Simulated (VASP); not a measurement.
# Ge (I4_1/amd) in VASP: further runs

Runs on Ge. Level: PBEsol. Tasks: single point.

Program: VASP 6.6.1. These are calculated values, not measurements. Logs are shortened: lines on timing, memory, paths and dates and some standing lists are left out, and cuts for length are marked.

### Step 1. The cell of the first run

The structure is tetragonal, space group I4_1/amd (No. 141). Conventional cell: a = 5.149 Å, b = 5.149 Å, c = 2.795 Å, α = 90.00°, β = 90.00°, γ = 90.00°. Within 3.5 Å of Ge (site symmetry -4m2) lie 10 Ge at 2.67 to 3.32 Å.

### Step 2. Single point, PBEsol

File INCAR:

```
SYSTEM = Ge
PREC = Accurate ; ENCUT = 500
EDIFF = 1E-6 ; ISMEAR = -1
SIGMA = 0.5 ; LREAL = .False.
LASPH = .True. ; NELM = 120
ALGO = Normal ; ISIF = 2
LWAVE = .False. ; LCHARG = .False.
GGA = PS ; ISYM = 0
NBANDS = 21 ; GGA_COMPAT = .False.
```

File KPOINTS:

```
Automatic mesh
0
Gamma
  11 11 7
  0 0 0
```

File POSCAR:

```
Ge
1.0
   -2.5744895000      2.5744895000      1.3974125000
    2.5744895000     -2.5744895000      1.3974125000
    2.5744895000      2.5744895000     -1.3974125000
Ge
2
Direct
    0.2500000000      0.7500000000      0.5000000000
    0.5000000000      0.5000000000      0.0000000000
```

Potentials or basis: VASP PAW PBE potentials, release 64 (Ge_d).

Run with:

```sh
$ cat potpaw_PBE.64/Ge_d/POTCAR > POTCAR
$ mpirun -np 1 vasp_std > vasp.out
```

OUTCAR:

```text
SYSTEM = Ge
   PREC = Accurate
   ENCUT = 500
   EDIFF = 1E-6
   ISMEAR = -1
   LREAL = .False.
   LASPH = .True.
   NELM = 120
   ISIF = 2
   GGA = PS
   ISYM = 0

 ion  position               nearest neighbor table
   1  0.250  0.750  0.500-   2 2.67   2 2.67   2 2.67   2 2.67
   2  0.500  0.500  0.000-   1 2.67   1 2.67   1 2.67   1 2.67

IMPORTANT INFORMATION: All symmetrisations will be switched off!
NOSYMM: (Re-)initialisation of all symmetry stuff for point group C_1.

----------------------------------------------------------------------------------------

                                     Primitive cell

  volume of cell :      37.0482

  direct lattice vectors                    reciprocal lattice vectors
    -2.574489500  2.574489500  1.397412500     0.000000000  0.194213261  0.357804156
     2.574489500 -2.574489500  1.397412500     0.194213261  0.000000000  0.357804156
     2.574489500  2.574489500 -1.397412500     0.194213261  0.194213261  0.000000000

  length of vectors
     3.899840262  3.899840262  3.899840262     0.407114977  0.407114977  0.274659027

  position of ions in fractional coordinates (direct lattice)
     0.250000000  0.750000000  0.500000000
     0.500000000  0.500000000  0.000000000

  ion indices of the primitive-cell ions
   primitive index   ion index
                 1           1
                 2           2

----------------------------------------------------------------------------------------

 KPOINTS: Automatic mesh

Automatic generation of k-mesh.
 Grid dimensions read from file:
 generate k-points for:   11   11    7

 Generating k-lattice:

  Cartesian coordinates                     Fractional coordinates (reciprocal lattice)
     0.000000000  0.017655751  0.032527651     0.090909091  0.000000000  0.000000000
     0.017655751  0.000000000  0.032527651     0.000000000  0.090909091  0.000000000
     0.027744752  0.027744752  0.000000000     0.000000000  0.000000000  0.142857143

  Length of vectors
     0.037010452  0.037010452  0.039237004

  Shift w.r.t. Gamma in fractional coordinates (k-lattice)
     0.000000000  0.000000000  0.000000000

 -----------------------------------------------------------------------------
|                                                                             |
|           W    W    AA    RRRRR   N    N  II  N    N   GGGG   !!!           |
|           W    W   A  A   R    R  NN   N  II  NN   N  G    G  !!!           |
|           W    W  A    A  R    R  N N  N  II  N N  N  G       !!!           |
|           W WW W  AAAAAA  RRRRR   N  N N  II  N  N N  G  GGG   !            |
|           WW  WW  A    A  R   R   N   NN  II  N   NN  G    G                |
|           W    W  A    A  R    R  N    N  II  N    N   GGGG   !!!           |
|                                                                             |
|     Your reciprocal lattice and k-lattice belong to different lattice       |
|     classes:                                                                |
|                                                                             |
|        The reciprocal lattice is body-centered tetragonal,                  |
|        whereas your k-lattice is base-centered monoclinic.                  |
|                                                                             |
|     Results are often still useful ...                                      |
|                                                                             |
 -----------------------------------------------------------------------------

 WARNING: IBZKPT: internal override: KBLOWUP is changed to .FALSE.
      ... skipping the blow-up phase ...

 Subroutine IBZKPT returns following result:
 ===========================================

 Found    424 irreducible k-points:

 Following reciprocal coordinates:
            Coordinates               Weight
  0.000000  0.000000  0.000000      1.000000
  0.090909 -0.000000  0.000000      2.000000
  0.181818 -0.000000  0.000000      2.000000
  0.272727  0.000000 -0.000000      2.000000
  0.363636  0.000000 -0.000000      2.000000
  0.454545  0.000000  0.000000      2.000000
[... 16 lines left out ...]
  0.454545  0.181818  0.000000      2.000000
 -0.454545  0.181818 -0.000000      2.000000
 [... further k-points ...]
   k-points           NKPTS =    424   k-points in BZ     NKDIM =    424   number of bands    NBANDS=     21
   number of dos      NEDOS =    301   number of ions     NIONS =      2
   total plane-waves  NPLWV =  21952
   dimension x,y,z NGX =    28 NGY =   28 NGZ =   28
   dimension x,y,z NGXF=    56 NGYF=   56 NGZF=   56
   ions per type =               2
   NGX,Y,Z   is equivalent  to a cutoff of  11.94, 11.94, 11.94 a.u.
   NGXF,Y,Z  is equivalent  to a cutoff of  23.87, 23.87, 23.87 a.u.
 SYSTEM =  Ge
   PREC   = accura    normal or accurate (medium, high low for compatibility)
   ISTART =      0    job   : 0-new  1-cont  2-samecut
   ICHARG =      2    charge: 1-file 2-atom 10-const
   ISPIN  =      1    spin polarized calculation?
   LNONCOLLINEAR =      F non collinear calculations
   LSORBIT =      F    spin-orbit coupling
   LASPH  =      T    aspherical Exc in radial PAW
   ENCUT  =  500.0 eV  36.75 Ry    6.06 a.u.   7.11  7.11  7.11*2*pi/ulx,y,z
   NELM   =    120;   NELMIN=  2; NELMDL= -5     # of ELM steps
   EDIFF  = 0.1E-05   stopping-criterion for ELM
   LREAL  =      F    real-space projection
   EDIFFG = 0.1E-04   stopping-criterion for IOM
   NSW    =      0    number of steps for IOM
   IBRION =     -1    ionic relax: 0-MD 1-quasi-New 2-CG
   NFREE  =      0    steps in history (QN), initial steepest desc. (CG)
   ISIF   =      2    stress and relaxation
   ISYM   =      0    0-nonsym 1-usesym 2-fastsym
   POTIM  = 0.5000    time-step for ionic-motion
   TEBEG  =    0.0;   TEEND  =   0.0 temperature during run
   PSTRESS=    0.0 pullay stress
   NELECT =      28.0000    total number of electrons
   NUPDOWN=      -1.0000    fix difference up-down
   EMIN   =  10.00;   EMAX   =-10.00  energy-range for DOS
   EFERMI =   0.00;   METHOD = LEGACY
   ISMEAR =    -1;   SIGMA  =   0.50  broadening in eV -4-tet -1-fermi 0-gaus
   EFERMI_NEDOS =   21; number of points for ismear=-14 and -15
   IALGO  =     38    algorithm
   IMIX   =      4    mixing-type and parameters
     AMIX     =   0.40;   BMIX     =  1.00
     AMIX_MAG =   1.60;   BMIX_MAG =  1.00
  volume/ion in A,a.u.               =      18.52       125.01
  Fermi-wavevector in a.u.,A,eV,Ry     =   1.491209  2.817977 30.255339  2.223705
  Thomas-Fermi vector in A             =   2.603893
   LORBIT       =      0    0 simple, 1 ext, 2 COOP (PROOUT), +10 PAW based schemes
   GGA     = PS    functional components
   LHFCALC =     F    Hartree Fock is set to
   AEXX    =    0.0000 exact exchange contribution
   IVDW    =     0    specifies the selected vdW correction
   LEPSILON=     F    determine dielectric tensor
   LRPA    =     F    only Hartree local field effects (RPA)
 non-spin polarized calculation
  energy-cutoff  :      500.00
  volume of cell :       37.05
 maximum number of plane-waves:       957
   NGX = 15   NGY = 15   NGZ = 15

 number of electron      28.0000030 magnetization

 Free energy of the ion-electron system (eV)
  ---------------------------------------------------
  ext. energy  EPLUGINS =         0.00000000
  ---------------------------------------------------
  free energy    TOTEN  =        -9.87191055 eV

  energy without entropy =       -9.18558890  energy(sigma->0) =       -9.52874972

 E-fermi :   6.6697     XC(G=0): -11.4687

 val. band max:        6.6614945091   @ k =  -0.1818   0.0909   0.4286
 cond. band min:       6.6747272652   @ k =  -0.3636  -0.0000   0.4286
 fundamental gap:      0.0132327561
 Fermi energy:         6.6696907238

 k-point     1 :       0.0000    0.0000    0.0000
  band No.  band energies     occupation
      1     -18.0007      2.00000
      2     -17.9527      2.00000
      3     -17.9246      2.00000
      4     -17.9203      2.00000
      5     -17.8147      2.00000
      6     -17.8146      2.00000
[... 13 lines left out ...]
     20      18.2225      0.00000
     21      19.2006      0.00000

 k-point     2 :       0.0909   -0.0000    0.0000
  band No.  band energies     occupation
      1     -17.9974      2.00000
      2     -17.9417      2.00000
      3     -17.9203      2.00000
      4     -17.9070      2.00000
      5     -17.8233      2.00000
      6     -17.8219      2.00000
[... 13 lines left out ...]
     20      18.1129      0.00000
     21      18.7380      0.00000

 k-point     3 :       0.1818   -0.0000    0.0000
  band No.  band energies     occupation
      1     -17.9875      2.00000
      2     -17.9146      2.00000
      3     -17.9089      2.00000
      4     -17.8783      2.00000
      5     -17.8410      2.00000
      6     -17.8275      2.00000
[... 13 lines left out ...]
     20      16.4863      0.00000
     21      17.3249      0.00000

 k-point     4 :       0.2727    0.0000   -0.0000
  band No.  band energies     occupation
      1     -17.9741      2.00000
      2     -17.8957      2.00000
      3     -17.8916      2.00000
      4     -17.8690      2.00000
      5     -17.8584      2.00000
      6     -17.8283      2.00000
[... 13 lines left out ...]
     20      15.2147      0.00000
     21      17.5895      0.00000

 k-point     5 :       0.3636    0.0000   -0.0000
  band No.  band energies     occupation
      1     -17.9626      2.00000
      2     -17.8954      2.00000
      3     -17.8896      2.00000
      4     -17.8803      2.00000
      5     -17.8597      2.00000
      6     -17.8403      2.00000
[... 13 lines left out ...]
     20      15.4994      0.00000
     21      18.6549      0.00000
[... 382 lines left out ...]
     20      16.6787      0.00000
     21      17.3820      0.00000

 k-point    22 :       0.3636    0.1818    0.0000
  band No.  band energies     occupation
      1     -17.9577      2.00000
      2     -17.9114      2.00000
      3     -17.8934      2.00000
      4     -17.8639      2.00000
      5     -17.8612      2.00000
      6     -17.8336      2.00000
[... 13 lines left out ...]
     20      17.8666      0.00000
     21      18.0816      0.00000

 k-point    23 :       0.4545    0.1818    0.0000
  band No.  band energies     occupation
      1     -17.9497      2.00000
      2     -17.9088      2.00000
      3     -17.8961      2.00000
      4     -17.8647      2.00000
      5     -17.8555      2.00000
      6     -17.8310      2.00000
[... 13 lines left out ...]
     20      17.2034      0.00000
     21      18.2583      0.00000

 k-point    24 :      -0.4545    0.1818   -0.0000
  band No.  band energies     occupation
      1     -17.9509      2.00000
      2     -17.9021      2.00000
      3     -17.8965      2.00000
      4     -17.8720      2.00000
      5     -17.8513      2.00000
      6     -17.8316      2.00000
[... 13 lines left out ...]
     20      17.1195      0.00000
     21      17.7021      0.00000

 [... further k-points ...]
[... 5 lines left out ...]
  --------------------------------------------------------------------------------------
  -------------------------------------------------------------------------------------
  Total        0.2127645      0.2127659      0.2086875      0.0006832      0.0010805      0.0010700
  in kB        9.2011674      9.2012267      9.0248536      0.0295462      0.0467256      0.0462731
  external PRESSURE =       9.1424159 kB  Pullay stress =       0.0000000 kB

 VOLUME and BASIS-vectors are now :
 -----------------------------------------------------------------------------
  energy-cutoff  :      500.00
  volume of cell :       37.05
      direct lattice vectors                 reciprocal lattice vectors
    -2.574489500  2.574489500  1.397412500     0.000000000  0.194213261  0.357804156
     2.574489500 -2.574489500  1.397412500     0.194213261  0.000000000  0.357804156
     2.574489500  2.574489500 -1.397412500     0.194213261  0.194213261  0.000000000

 POSITION                                       TOTAL-FORCE (eV/Angst)
 -----------------------------------------------------------------------------------
      2.57449      0.00000      0.69871        -0.000543      0.000542     -0.000000
      0.00000      0.00000      1.39741         0.000543     -0.000542      0.000000
 -----------------------------------------------------------------------------------
    total drift:                                0.000002      0.000003     -0.000000

  FREE ENERGIE OF THE ION-ELECTRON SYSTEM (eV)
  ---------------------------------------------------
  free  energy   TOTEN  =        -9.8719105451 eV

  energy  without entropy=       -9.1855889013  energy(sigma->0) =       -9.52874972
```

Wall time 1.7 min (1 thread of Intel Xeon 6975P-C (Granite Rapids), shared host); peak memory 0.34 GiB.

Results:

| Quantity | Value |
| --- | --- |
| Free energy | -9.8719 eV |
| Pressure | 0.9 GPa |
| Band gap on the k mesh | zero (bands 14 and 15 overlap by 4.90 eV) |

Caveat: so wide a smearing shifts energies and pressures; the PAW data sets were made with another functional, which shifts forces and pressure a little.

### Step 3. Single point, PBEsol

File INCAR:

```
SYSTEM = Ge
PREC     = Accurate       ! precision mode
ENCUT    = 500            ! plane-wave cutoff, eV
EDIFF    = 1E-6           ! SCF threshold, eV
ISMEAR   = -1             ! smearing method
SIGMA    = 0.3            ! smearing width, eV
LREAL    = .False.        ! projectors in reciprocal space
LASPH    = .True.         ! aspherical terms in the spheres
NELM     = 120            ! most SCF steps
ALGO     = Normal         ! electronic algorithm
ISIF     = 2              ! what is computed and relaxed
LWAVE    = .False.        ! write WAVECAR
LCHARG   = .True.         ! write CHGCAR
GGA      = PS             ! functional
LELF     = .True.         ! ELF
LVHAR    = .True.       
ISYM     = 0            
NBANDS   = 21             ! bands
GGA_COMPAT= .False.
```

KPOINTS is that of step 2.

POSCAR is that of step 2.

Potentials or basis: VASP PAW PBE potentials, release 64 (Ge_d).

Run with:

```sh
$ cat potpaw_PBE.64/Ge_d/POTCAR > POTCAR
$ mpirun -np 1 vasp_std > vasp.out
```

It took 2 min on 1 thread of Intel Xeon 6975P-C (Granite Rapids), shared host; peak memory 0.34 GiB.

Results (log left out):

* Free energy: -9.6551 eV
* Pressure: -0.2 GPa
* Band gap on the k mesh: zero (bands 14 and 15 overlap by 4.89 eV)

Forces on the atoms (eV/Å):
```
Ge  -0.002  0.002  0.000
Ge   0.002 -0.002  0.000
```

Stress tensor (GPa, compression positive):
```
-0.28  0.02  0.02
 0.02 -0.28  0.02
 0.02  0.02 -0.10
```

Levels at points of the mesh, in eV from the Fermi level:
```tsv
k point	band 10	band 11	band 12	band 13	band 14	band 15	band 16	band 17	band 18	band 19
(0.00, 0.00, 0.00)	-24.34	-13.31	-4.06	-2.33	-2.33	3.25	7.60	7.60	8.16	8.37
```

Caveat: so wide a smearing shifts energies and pressures; the PAW data sets were made with another functional, which shifts forces and pressure a little.

### Step 4. Single point, PBEsol

File INCAR:

```
SYSTEM = Ge
PREC = Accurate
ENCUT = 500
EDIFF = 1E-6
ISMEAR = -1
SIGMA = 0.2
LREAL = .False.
LASPH = .True.
NELM = 120
ALGO = Normal
ISIF = 2
LWAVE = .False.
LCHARG = .False.
GGA = PS
NBANDS = 21
ISYM = 0
GGA_COMPAT = .False.
```

File KPOINTS:

```
regular mesh
0
Gamma
  11 11 7
  0 0 0
```

POSCAR is that of step 3.

Run with:

```sh
$ cat potpaw_PBE.64/Ge_d/POTCAR > POTCAR
$ mpirun -np 1 vasp_std > vasp.out
```

Run time: 1.9 min. Hardware: 1 thread of Intel Xeon 6975P-C (Granite Rapids), shared host; peak memory 0.34 GiB.

The run converged. Its results:

```yaml
Free_energy: -9.5888 eV
Pressure: -0.5 GPa
Largest_force: 0.004 eV/Å
Band_gap_on_the_k_mesh: zero (bands 14 and 15 overlap by 4.89 eV)
```

Forces in eV/Å, atoms in the order of the input:
```
Ge  -0.003  0.003  0.000
Ge   0.003 -0.003  0.000
```

Stress tensor (GPa, compression positive):
```
-0.62  0.01  0.04
 0.01 -0.62  0.04
 0.04  0.04 -0.40
```

Levels at points of the mesh, in eV from the Fermi level:
| k point | band 11 | band 12 | band 13 | band 14 | band 15 | band 16 | band 17 | band 18 |
| --- | --- | --- | --- | --- | --- | --- | --- | --- |
| (0.00, 0.00, 0.00) | -13.31 | -4.06 | -2.33 | -2.33 | 3.25 | 7.60 | 7.60 | 8.16 |

Caveat: the PAW data sets were made with another functional, which shifts forces and pressure a little.

### Step 5. Overview

| smearing | gap on the mesh (eV) | pressure (GPa) |
| --- | --- | --- |
| fermi-dirac 0.5 eV | none | 0.9 |
| fermi-dirac 0.3 eV | none | -0.2 |
| fermi-dirac 0.2 eV | none | -0.5 |

Alike in all rows: task single point; level PBEsol; potentials or basis VASP PAW PBE potentials, release 64 (Ge_d); no spin polarisation; cell as given; k mesh 11 × 11 × 7; cutoff (eV) 500.

Caveats: the PAW data sets were made with another functional, which shifts forces and pressure a little; so wide a smearing shifts energies and pressures (at least some runs).

Absolute energies hang on the potentials; compare differences alone.
